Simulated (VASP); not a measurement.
A run of VASP 6.6.1 is set up as follows.

Contents of INCAR:

```
SYSTEM = SmZn3I2
PREC = Accurate
ENCUT = 500
EDIFF = 1E-6
ISMEAR = 0
SIGMA = 0.2
LREAL = .FALSE.
LASPH = .TRUE.
NELM = 200
ALGO = Normal
ISIF = 2
LWAVE = .FALSE.
LCHARG = .TRUE.
GGA = PE
LELF = .TRUE.
LVHAR = .TRUE.
NBANDS = 40
GGA_COMPAT = .FALSE.
LMAXMIX = 6
```

File KPOINTS:

```
regular mesh
0
G
  4 4 2
  0 0 0
```

Contents of POSCAR:

```
SmZn3I2
1.0
    5.3264813838      0.0000000000      0.0000000000
    0.0000000000      5.3264813838      0.0000000000
    0.0000000000      0.0000000000      6.9142004144
Sm Zn I
1 3 2
Direct
    0.0000000000      0.0000000000      1.0977578903
    0.5000000000      0.0000000000      0.3867658526
    0.0000000000      0.5000000000      0.3867658526
    0.0000000000      0.0000000000      0.5019585689
    0.5000000000      0.0000000000      0.8534529028
    0.0000000000      0.5000000000      0.8534529028
```

Potentials or basis: VASP PAW PBE potentials, release 64 (Sm_3, Zn, I), 4f in core.

The run is started by

```bash
$ cat potpaw_PBE.64/Sm_3/POTCAR potpaw_PBE.64/Zn/POTCAR potpaw_PBE.64/I/POTCAR > POTCAR
$ mpirun -np 1 vasp_std > vasp.out
```

Question: Estimate the largest force.

Answer: 0.036 eV/Å.

Question: What does it give for the band gap on the k mesh?

Answer: Zero (an odd number of electrons rules out a gap without spin polarisation).

Question: Estimate the pressure.

Answer: 0.2 GPa.

Forces in eV/Å, atoms in the order of the input:
```
Sm   0.000  0.000  0.014
Zn   0.000  0.000  0.027
Zn   0.000  0.000  0.027
Zn   0.000  0.000 -0.036
I    0.000  0.000 -0.016
I    0.000  0.000 -0.016
```

Caveat: the k points lie up to 0.45 Å⁻¹ apart, too coarse for converged energies and pressures of a metal; spin-orbit coupling is left out, which moves the levels of the heavy elements; the 4f electrons are frozen in the core, so they carry no moment and show no levels; an odd number of electrons without spin polarisation forces a metal; a magnetic or distorted state may lie lower; the run has no spin polarisation, though such a crystal can be magnetic. Spin polarisation is off, so any magnetic state and its effect on volume and gap are missing.
